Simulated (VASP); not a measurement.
Input of a VASP 6.6.1 run:

Contents of POSCAR:

```
Al3Cu2
1.0
    3.9377393120      0.0000000000      0.0000000000
   -1.9688696560      3.4101822776      0.0000000000
    0.0000000000      0.0000000000      4.7902669367
Al Cu
3 2
Direct
    0.0000000000      0.0000000000      0.0000000000
    0.3333333333      0.6666666667      0.3501725384
    0.6666666667      0.3333333333      0.6498274616
    0.3333333333      0.6666666667      0.8401683181
    0.6666666667      0.3333333333      0.1598316819
```

Contents of INCAR.step1:

```
SYSTEM = Al3Cu2
ALGO = Normal ; EDIFF = 1E-4
ENCUT = 520 ; GGA = PE
ISMEAR = 0 ; LASPH = .True.
LCHARG = .False. ; LREAL = .False.
LWAVE = .True. ; NBANDS = 24
NELM = 100 ; PREC = Accurate
SIGMA = 0.15
```

File INCAR.step2:

```
SYSTEM = Al3Cu2
ALGO = Normal ; EDIFF = 1E-6
ENCUT = 520 ; ISIF = 2
ISMEAR = 0 ; ISTART = 1
LASPH = .True. ; LCHARG = .False.
LMIXTAU = .True. ; LREAL = .False.
LWAVE = .False. ; METAGGA = R2SCAN
NBANDS = 24 ; NELM = 100
PREC = Accurate ; SIGMA = 0.15
```

KPOINTS

```
k-points
0
Gamma
  12 12 10
  0 0 0
```

Potentials or basis: VASP PAW PBE potentials, release 64 (Al, Cu).

Run with:

```console
$ cat potpaw_PBE.64/Al/POTCAR potpaw_PBE.64/Cu/POTCAR > POTCAR
$ cp INCAR.step1 INCAR
$ mpirun -np 1 vasp_std > vasp.out
$ cp INCAR.step2 INCAR
$ mpirun -np 1 vasp_std > vasp.out
```

Q: Predict the band gap on the k mesh.

A: Zero (an odd number of electrons rules out a gap without spin polarisation).

Q: Predict the largest force.

A: 0.101 eV/Å.

Q: Predict the pressure.

A: 18.7 GPa.

Stress tensor (GPa, compression positive):
```
18.40  0.00  0.00
 0.00 18.40  0.00
 0.00  0.00 19.36
```

Caveat: the cell differs from its parent crystal (strain -0.040 along x and y, -0.040 along z); the cell stands under pressure; the PAW data sets were made with another functional, which shifts forces and pressure a little.
